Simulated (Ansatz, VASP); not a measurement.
**Ge: VASP beside Ansatz**

Contents of INCAR:

```
SYSTEM = Ge
  ALGO = Normal
  EDIFF = 1E-6
  ENCUT = 520
  GGA = PS
  ISIF = 2
  ISMEAR = 0
  LASPH = .True.
  LCHARG = .True.
  LELF = .True.
  LREAL = .False.
  LVHAR = .True.
  LWAVE = .False.
  NBANDS = 13
  NELM = 80
  PREC = Accurate
  SIGMA = 0.15
```

The input KPOINTS:

```
k-points
0
Gamma
  20 20 18
  0 0 0
```

The input POSCAR:

```
Ge
1.0
    1.4670064500     -2.7305418000      0.0000000000
    1.4670064500      2.7305418000      0.0000000000
    0.0000000000      0.0000000000      2.6982310000
Ge
1
Direct
    0.5000000000      0.5000000000      0.0000000000
```

Input for Ansatz:

```yaml
crystal:
  lattice:
    - [1.46700645, -2.7305418, 0.0]
    - [1.46700645, 2.7305418, 0.0]
    - [0.0, 0.0, 2.698231]
  atoms:
    - { symbol: Ge, position: [0.5, 0.5, 0.0] }
basis:
  ecutwfc: 420
kpoints:
  mp_grid: { grid: [20, 20, 18] }
hamiltonian:
  xc: pbesol
scf:
  occupations: { method: gaussian, width: 0.15 }
output:
  forces: true
  stress: true
  eigenvalues: true
```

Change from the starting cell: strain +0.0500 x Voigt [1, 1, 0, 0, 0, 0], atoms carried along.

Alike in both runs: task single point; functional PBEsol; k mesh 20 × 20 × 18; occupations gaussian, width 0.15 eV; no spin polarisation.

|  | VASP | Ansatz |
| --- | --- | --- |
| version | VASP 6.6.1 | Ansatz 0.2.0 |
| potentials or method | VASP PAW PBE potentials, release 64 (Ge_d), cutoff 520 eV | scalar-relativistic, plane waves, PAW |
| valence electrons in the cell | 14 | 14 |

```tsv
	VASP	Ansatz	Ansatz less VASP
gap on the k mesh at the Fermi level (eV)	none	none	-
pressure (GPa)	-8.4	-8.3	+0.13
traceless stress, the component that is largest in VASP (GPa)	3.80	3.83	+0.026
```

VASP's potentials were made for PBE, not for PBEsol. A gap of «none» marks a metal or a gap that the smearing closes. The functional is the same, so the differences come from potentials, cutoffs and numerics.
